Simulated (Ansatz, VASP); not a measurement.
One calculation of Pd, two programs

```
Pd
1.0
     3.13740    0.00000    0.00000
     0.00000    3.13740    0.00000
     0.00000    0.00000    3.13740
Pd
2
Cartesian
  0.0000 0.0000 0.0000
  1.5687 1.5687 1.5687
```

Alike in both runs: task single point; functional PBE; k mesh 5 × 5 × 5; occupations fermi-dirac, width 0.1 eV; collinear spin.

|  | VASP | Ansatz |
| --- | --- | --- |
| version | VASP 6.6.1 | Ansatz 0.2.0 |
| potentials or method | VASP PAW PBE potentials, release 64 (Pd), cutoff 500 eV | plane waves (420 eV) with PAW, scalar-relativistic |
| valence electrons in the cell | 20 | 36 |

```tsv
	VASP	Ansatz	Ansatz less VASP
net moment per atom (μB)	0.00	0.00	0.000
```

VASP's potentials hold 20 valence electrons a cell and Ansatz's 36, so a difference there can come from the potentials and not from the codes. Ansatz's warnings: seeded moment not kept.

The k mesh is coarse, so the values compare programs but aren't converged.
